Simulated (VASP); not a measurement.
# Ru (P6_3/mmc) in VASP: notebook, part 2 of 2

VASP 6.6.1.

### 4 Single point, PBEsol

This run uses another cell than the first one, of 13.57 Å³/atom, 1.020 times its volume.

INCAR

```
PREC     = Accurate       # precision mode
ENCUT    = 520            # plane-wave cutoff, eV
EDIFF    = 1E-7           # SCF threshold, eV
ISMEAR   = -1             # smearing method
SIGMA    = 0.05           # smearing width, eV
LREAL    = False          # projectors in reciprocal space
LASPH    = True           # aspherical terms in the spheres
NELM     = 80             # most SCF steps
ALGO     = Normal         # electronic algorithm
ISIF     = 2              # what is computed and relaxed
LWAVE    = False          # write WAVECAR
LCHARG   = False          # write CHGCAR
GGA      = PS             # functional
NBANDS   = 21             # bands
```

KPOINTS

```
regular mesh
0
Gamma
  11 11 6
```

POSCAR

```
Ru
1.0
    2.7058000000      0.0000000000      0.0000000000
   -1.3529000000      2.3432915376      0.0000000000
    0.0000000000      0.0000000000      4.2819000000
Ru
2
Direct
    0.6666666667      0.3333333333      0.7500000000
    0.3333333333      0.6666666667      0.2500000000
```

Potentials or basis: VASP PAW PBE potentials, release 64 (Ru_pv).

Started as:

```sh
$ cat potpaw_PBE.64/Ru_pv/POTCAR > POTCAR
$ mpirun -np 1 vasp_std > vasp.out
```

Run time: 22 s. Hardware: 1 thread of Intel Xeon Platinum 8259CL at 2.50GHz (Skylake/Cascade Lake), shared host; peak memory 0.15 GiB.

The run converged. Its results:

```yaml
Free_energy: -20.3284 eV
Pressure: -6.3 GPa
Band_gap_on_the_k_mesh: zero (band 14 reaches 14.20 eV, above the bottom of band 15 at 11.13 eV)
```

Stress tensor (GPa, compression positive):
```
-6.14  0.00  0.00
 0.00 -6.14  0.00
 0.00  0.00 -6.65
```

Levels at points of the mesh, in eV from the Fermi level:
```csv
k point,band 11,band 12,band 13,band 14,band 15,band 16,band 17,band 18
"(0.00, 0.00, 0.00)",-2.36,-1.85,-1.85,-1.32,-1.32,1.26,1.26,1.31
"(0.00, 0.00, 0.50)",-2.70,-2.70,-2.67,-2.67,0.62,0.62,0.62,0.62
```

Caveat: the PAW data sets were made with another functional, which shifts forces and pressure a little.

### 5 Single point, revPBE

This run uses another cell than the first one, of 13.57 Å³/atom, 1.020 times its volume.

INCAR: that of step 4 with these lines changed.

```diff
@@ -8,3 +8,3 @@
 NELM     = 80             # most SCF steps
-ALGO     = Normal         # electronic algorithm
+ALGO     = Fast           # electronic algorithm
 ISIF     = 2              # what is computed and relaxed
@@ -12,3 +12,3 @@
 LCHARG   = False          # write CHGCAR
-GGA      = PS             # functional
+GGA      = RE             # functional
 NBANDS   = 21             # bands
```

KPOINTS is that of step 4.

POSCAR is that of step 4.

Potentials or basis: VASP PAW PBE potentials, release 64 (Ru_pv).

Started as:

```sh
$ cat potpaw_PBE.64/Ru_pv/POTCAR > POTCAR
$ mpirun -np 1 vasp_std > vasp.out
```

OUTCAR:

```text
PREC = Accurate
   ENCUT = 520
   EDIFF = 1E-7
   ISMEAR = -1
   LREAL = False
   LASPH = True
   NELM = 80
   ISIF = 2
   GGA = RE

 ion  position               nearest neighbor table
   1  0.667  0.333  0.750-   2 2.65   2 2.65   2 2.65   2 2.65   2 2.65   2 2.65
   2  0.333  0.667  0.250-   1 2.65   1 2.65   1 2.65   1 2.65   1 2.65   1 2.65

  LATTYP: Found a hexagonal cell.
 ALAT       =     2.7058000000
 C/A-ratio  =     1.5824894671

  Lattice vectors:

 A1 = (   2.7058000000,   0.0000000000,   0.0000000000)
 A2 = (  -1.3529000000,   2.3432915376,   0.0000000000)
 A3 = (   0.0000000000,   0.0000000000,   4.2819000000)

Analysis of symmetry for initial positions (statically):
=====================================================================
 Subroutine PRICEL returns:
 Original cell was already a primitive cell.

 Routine SETGRP: Setting up the symmetry group for a
 hexagonal supercell.

 Subroutine GETGRP returns: Found 24 space group operations
 (whereof 12 operations were pure point group operations)
 out of a pool of 24 trial point group operations.

The static configuration has the point symmetry D_3d.
 The point group associated with its full space group is D_6h.

Analysis of symmetry for dynamics (positions and initial velocities):
=====================================================================
 Subroutine PRICEL returns:
 Original cell was already a primitive cell.

 Routine SETGRP: Setting up the symmetry group for a
 hexagonal supercell.

 Subroutine GETGRP returns: Found 24 space group operations
 (whereof 12 operations were pure point group operations)
 out of a pool of 24 trial point group operations.

The dynamic configuration has the point symmetry D_3d.
 The point group associated with its full space group is D_6h.

 Subroutine INISYM returns: Found 24 space group operations
 (whereof 12 operations are pure point group operations),
 and found     1 'primitive' translations

----------------------------------------------------------------------------------------

                                     Primitive cell

  volume of cell :      27.1493

  direct lattice vectors                    reciprocal lattice vectors
     2.705800000  0.000000000  0.000000000     0.369576465  0.213375072  0.000000000
    -1.352900000  2.343291538  0.000000000     0.000000000  0.426750144  0.000000000
     0.000000000  0.000000000  4.281900000     0.000000000  0.000000000  0.233541185

  length of vectors
     2.705800000  2.705800000  4.281900000     0.426750144  0.426750144  0.233541185

  position of ions in fractional coordinates (direct lattice)
     0.666666667  0.333333333  0.750000000
     0.333333333  0.666666667  0.250000000

  ion indices of the primitive-cell ions
   primitive index   ion index
                 1           1
                 2           2

----------------------------------------------------------------------------------------

 KPOINTS: regular mesh

Automatic generation of k-mesh.
 Grid dimensions read from file:
 generate k-points for:   11   11    6

 Generating k-lattice:

  Cartesian coordinates                     Fractional coordinates (reciprocal lattice)
     0.033597860  0.019397734  0.000000000     0.090909091  0.000000000  0.000000000
     0.000000000  0.038795468  0.000000000     0.000000000  0.090909091  0.000000000
     0.000000000  0.000000000  0.038923531     0.000000000  0.000000000  0.166666667

  Length of vectors
     0.038795468  0.038795468  0.038923531

  Shift w.r.t. Gamma in fractional coordinates (k-lattice)
     0.000000000  0.000000000  0.000000000

 Subroutine IBZKPT returns following result:
 ===========================================

 Found     64 irreducible k-points:

 Following reciprocal coordinates:
            Coordinates               Weight
  0.000000  0.000000  0.000000      1.000000
  0.090909  0.000000  0.000000      6.000000
  0.181818  0.000000  0.000000      6.000000
  0.272727  0.000000  0.000000      6.000000
  0.363636  0.000000  0.000000      6.000000
  0.454545  0.000000  0.000000      6.000000
[... 16 lines left out ...]
  0.090909  0.090909  0.166667     12.000000
  0.181818  0.090909  0.166667     24.000000
 [... further k-points ...]
   k-points           NKPTS =     64   k-points in BZ     NKDIM =     64   number of bands    NBANDS=     21
   number of dos      NEDOS =    301   number of ions     NIONS =      2
   total plane-waves  NPLWV =  12800
   dimension x,y,z NGX =    20 NGY =   20 NGZ =   32
   dimension x,y,z NGXF=    40 NGYF=   40 NGZF=   64
   ions per type =               2
   NGX,Y,Z   is equivalent  to a cutoff of  12.29, 12.29, 12.42 a.u.
   NGXF,Y,Z  is equivalent  to a cutoff of  24.58, 24.58, 24.85 a.u.
 SYSTEM =  unknown system
   PREC   = accura    normal or accurate (medium, high low for compatibility)
   ISTART =      0    job   : 0-new  1-cont  2-samecut
   ICHARG =      2    charge: 1-file 2-atom 10-const
   ISPIN  =      1    spin polarized calculation?
   LNONCOLLINEAR =      F non collinear calculations
   LSORBIT =      F    spin-orbit coupling
   LASPH  =      T    aspherical Exc in radial PAW
   ENCUT  =  520.0 eV  38.22 Ry    6.18 a.u.   5.03  5.03  7.96*2*pi/ulx,y,z
   NELM   =     80;   NELMIN=  2; NELMDL= -5     # of ELM steps
   EDIFF  = 0.1E-06   stopping-criterion for ELM
   LREAL  =      F    real-space projection
   EDIFFG = 0.1E-05   stopping-criterion for IOM
   NSW    =      0    number of steps for IOM
   IBRION =     -1    ionic relax: 0-MD 1-quasi-New 2-CG
   NFREE  =      0    steps in history (QN), initial steepest desc. (CG)
   ISIF   =      2    stress and relaxation
   ISYM   =      2    0-nonsym 1-usesym 2-fastsym
   POTIM  = 0.5000    time-step for ionic-motion
   TEBEG  =    0.0;   TEEND  =   0.0 temperature during run
   PSTRESS=    0.0 pullay stress
   NELECT =      28.0000    total number of electrons
   NUPDOWN=      -1.0000    fix difference up-down
   EMIN   =  10.00;   EMAX   =-10.00  energy-range for DOS
   EFERMI =   0.00;   METHOD = LEGACY
   ISMEAR =    -1;   SIGMA  =   0.05  broadening in eV -4-tet -1-fermi 0-gaus
   EFERMI_NEDOS =   21; number of points for ismear=-14 and -15
   IALGO  =     68    algorithm
   IMIX   =      4    mixing-type and parameters
     AMIX     =   0.40;   BMIX     =  1.00
     AMIX_MAG =   1.60;   BMIX_MAG =  1.00
  volume/ion in A,a.u.               =      13.57        91.61
  Fermi-wavevector in a.u.,A,eV,Ry     =   1.654022  3.125649 37.222674  2.735789
  Thomas-Fermi vector in A             =   2.742361
   LORBIT       =      0    0 simple, 1 ext, 2 COOP (PROOUT), +10 PAW based schemes
   GGA     = RE    functional components
   LHFCALC =     F    Hartree Fock is set to
   AEXX    =    0.0000 exact exchange contribution
   IVDW    =     0    specifies the selected vdW correction
   LEPSILON=     F    determine dielectric tensor
   LRPA    =     F    only Hartree local field effects (RPA)
 non-spin polarized calculation
 RMM-DIIS sequential band-by-band and
  energy-cutoff  :      520.00
  volume of cell :       27.15
 maximum number of plane-waves:       744
 NGX is ok and might be reduce to    20
   NGX =  9   NGY =  9   NGZ = 15

 number of electron      28.0000008 magnetization

 Free energy of the ion-electron system (eV)
  ---------------------------------------------------
  ext. energy  EPLUGINS =         0.00000000
  ---------------------------------------------------
  free energy    TOTEN  =       -17.43061535 eV

  energy without entropy =      -17.41382525  energy(sigma->0) =      -17.42222030

 E-fermi :  12.8302     XC(G=0): -14.0680

 val. band max:       12.8100451778   @ k =   0.2727   0.0000   0.0000
 cond. band min:      12.8463262290   @ k =   0.2727   0.1818   0.0000
 fundamental gap:      0.0362810512
 Fermi energy:        12.8302253946

 k-point     1 :       0.0000    0.0000    0.0000
  band No.  band energies     occupation
      1     -30.7544      2.00000
      2     -29.8222      2.00000
      3     -29.8222      2.00000
      4     -29.6521      2.00000
      5     -29.6521      2.00000
      6     -29.6112      2.00000
[... 13 lines left out ...]
     20      23.3827      0.00000
     21      23.3925      0.00000

 k-point     2 :       0.0909    0.0000    0.0000
  band No.  band energies     occupation
      1     -30.7264      2.00000
      2     -29.8815      2.00000
      3     -29.8422      2.00000
      4     -29.7139      2.00000
      5     -29.6603      2.00000
      6     -29.6243      2.00000
[... 520 lines left out ...]
 k-point    24 :       0.1818    0.0909    0.1667
  band No.  band energies     occupation
      1     -30.5467      2.00000
      2     -30.1173      2.00000
      3     -30.0691      2.00000
      4     -29.9141      2.00000
      5     -29.7443      2.00000
      6     -29.7111      2.00000
[... 13 lines left out ...]
     20      23.3827      0.00000
     21      24.6412      0.00000

 [... further k-points ...]
[... 5 lines left out ...]
  --------------------------------------------------------------------------------------
  -------------------------------------------------------------------------------------
  Total        1.3031079      1.3031079      1.3144849     -0.0000000      0.0000000     -0.0000000
  in kB       76.9010774     76.9010774     77.5724720     -0.0000000      0.0000000     -0.0000000
  external PRESSURE =      77.1248756 kB  Pullay stress =       0.0000000 kB

 VOLUME and BASIS-vectors are now :
 -----------------------------------------------------------------------------
  energy-cutoff  :      520.00
  volume of cell :       27.15
      direct lattice vectors                 reciprocal lattice vectors
     2.705800000  0.000000000  0.000000000     0.369576465  0.213375072  0.000000000
    -1.352900000  2.343291538  0.000000000     0.000000000  0.426750144  0.000000000
     0.000000000  0.000000000  4.281900000     0.000000000  0.000000000  0.233541185

 POSITION                                       TOTAL-FORCE (eV/Angst)
 -----------------------------------------------------------------------------------
      1.35290      0.78110      3.21143         0.000000     -0.000000      0.000000
     -0.00000      1.56219      1.07048        -0.000000      0.000000      0.000000
 -----------------------------------------------------------------------------------
    total drift:                               -0.000000      0.000000     -0.000000

  FREE ENERGIE OF THE ION-ELECTRON SYSTEM (eV)
  ---------------------------------------------------
  free  energy   TOTEN  =       -17.4306153501 eV

  energy  without entropy=      -17.4138252516  energy(sigma->0) =      -17.42222030
```

It took 30 s on 1 thread of Intel Xeon Platinum 8259CL at 2.50GHz (Skylake/Cascade Lake), shared host; peak memory 0.15 GiB.

What came out:

```
Free energy            : -17.4306 eV
Pressure               : 7.7 GPa
Band gap on the k mesh : zero (band 14 reaches 14.39 eV, above the bottom of band 15 at 11.33 eV)
```

Caveat: the PAW data sets were made with another functional, which shifts forces and pressure a little.

### 6 Single point, BLYP

This run uses another cell than the first one, of 13.85 Å³/atom, 1.041 times its volume.

INCAR

```
PREC = Accurate
ENCUT = 520
EDIFF = 1E-6
ISMEAR = -1
SIGMA = 0.05
LREAL = False
LASPH = True
NELM = 100
ALGO = Fast
ISIF = 2
LWAVE = False
LCHARG = False
GGA = B5
ALDAX = 1.0
AGGAX = 1.0
AGGAC = 1.0
ALDAC = 0.0
NBANDS = 21
```

KPOINTS is that of step 5.

POSCAR

```
Ru
1.0
    2.7237197275      0.0000000000      0.0000000000
   -1.3618598638      2.3588104769      0.0000000000
    0.0000000000      0.0000000000      4.3102577801
Ru
2
Direct
    0.6666666667      0.3333333333      0.7500000000
    0.3333333333      0.6666666667      0.2500000000
```

Potentials or basis: VASP PAW PBE potentials, release 64 (Ru_pv).

Started as:

```sh
$ cat potpaw_PBE.64/Ru_pv/POTCAR > POTCAR
$ mpirun -np 1 vasp_std > vasp.out
```

Run time: 42 s. Hardware: 1 thread of Intel Xeon Platinum 8259CL at 2.50GHz (Skylake/Cascade Lake), shared host; peak memory 0.15 GiB.

The run converged. Its results:

```
Free energy            : -15.8014 eV
Pressure               : 12.8 GPa
Band gap on the k mesh : zero (band 14 reaches 14.45 eV, above the bottom of band 15 at 11.48 eV)
```

Stress tensor (GPa, compression positive):
```
12.92  0.00  0.00
 0.00 12.92  0.00
 0.00  0.00 12.64
```

Levels at points of the mesh, in eV from the Fermi level:
```
           k point  band 10  band 11  band 12  band 13  band 14  band 15  band 16  band 17  band 18  band 19
(0.00, 0.00, 0.00)    -2.46    -2.30    -1.81    -1.81    -1.31    -1.31     1.20     1.20     1.65    10.09
(0.00, 0.00, 0.50)    -2.63    -2.63    -2.63    -2.49    -2.49     0.56     0.56     0.56     0.56    10.22
```

Caveat: the PAW data sets were made with another functional, which shifts forces and pressure a little.

### 7 Summary

```tsv
level	potentials or basis	cell	gap on the mesh (eV)	pressure (GPa)
BLYP	VASP PAW PBE potentials, release 64 (Ru_pv)	a = 2.688, b = 2.688, c = 4.253 Å, angles 90.0, 90.0, 120.0°, 2 atoms	none	27.4
LDA	VASP PAW LDA potentials, release 64 (Ru_pv)	a = 2.706, b = 2.706, c = 4.282 Å, angles 90.0, 90.0, 120.0°, 2 atoms	none	-11.4
PBEsol	VASP PAW PBE potentials, release 64 (Ru_pv)	a = 2.706, b = 2.706, c = 4.282 Å, angles 90.0, 90.0, 120.0°, 2 atoms	none	-6.3
revPBE	VASP PAW PBE potentials, release 64 (Ru_pv)	a = 2.706, b = 2.706, c = 4.282 Å, angles 90.0, 90.0, 120.0°, 2 atoms	none	7.7
BLYP	VASP PAW PBE potentials, release 64 (Ru_pv)	a = 2.724, b = 2.724, c = 4.310 Å, angles 90.0, 90.0, 120.0°, 2 atoms	none	12.8
```

Alike in all rows: task single point; no spin polarisation; k mesh 11 × 11 × 6; cutoff (eV) 520; smearing fermi-dirac 0.05 eV.

Caveats: the PAW data sets were made with another functional, which shifts forces and pressure a little (some runs).

Total energies depend on the potentials used, so only differences within one code and one set of settings carry meaning.
